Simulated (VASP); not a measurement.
Co2Mo:

```
Co Mo
1.0
     3.75310    0.00000    0.00000
    -1.87655    3.25028    0.00000
     0.00000    0.00000    2.63980
Co Mo
2 1
Direct
  0.33333 0.66667 0.50000
  0.66667 0.33333 0.50000
  0.00000 0.00000 0.00000
```

```yaml
Program: VASP 6.6.1
Task: relaxation of cell and atoms
Functional: PBE
Potentials_or_basis: VASP PAW PBE potentials, release 64 (Co, Mo_sv)
Cutoff: 600 eV
k_mesh: 6 × 6 × 6
Occupations: gaussian, width 0.1 eV
Spin: collinear spin, ferromagnetic start
Starting_moments: "[1.13, 1.13, 0.0] μB"
```

At the start: pressure 45.0 GPa; volume 10.73 Å³/atom.

Question: Where does the relaxation end?

Answer: Over 10 steps the energy falls by 238.2 meV/atom and the volume is 12.16 Å³/atom (+13.2 %); space group P6/mmm (No. 191, to 0.05 Å); moment 0.00 μB per cell.

Step by step:
```
step  energy change (eV)  largest force (eV/Å)  pressure (GPa)  volume (Å³)
   1              0.0000                0.0000           45.01        32.20
   2              1.0549                0.0000          -37.01        48.28
   3             -0.6350                0.0000           -5.16        37.41
   4             -0.6401                0.0000           -2.54        37.01
   5             -0.6403                0.0000           -1.75        36.91
   6             -0.7052                0.0000           -0.31        36.54
   7             -0.7140                0.0000            0.77        36.36
   8             -0.7141                0.0000            0.97        36.33
   9             -0.7135                0.0000           -1.38        36.68
  10             -0.7146                0.0000            0.05        36.47
```

Final structure:
```yaml
crystal:
  lattice:
    - [4.04061, 0.00000, 0.00000]
    - [-2.02030, 3.49927, 0.00000]
    - [0.00000, 0.00000, 2.57901]
  atoms:
    - { symbol: Co, position: [0.33333, 0.66667, 0.50000] }
    - { symbol: Co, position: [0.66667, 0.33333, 0.50000] }
    - { symbol: Mo, position: [0.00000, 0.00000, 0.00000] }
```

Caveat: the k points lie up to 0.41 Å⁻¹ apart in the final cell.
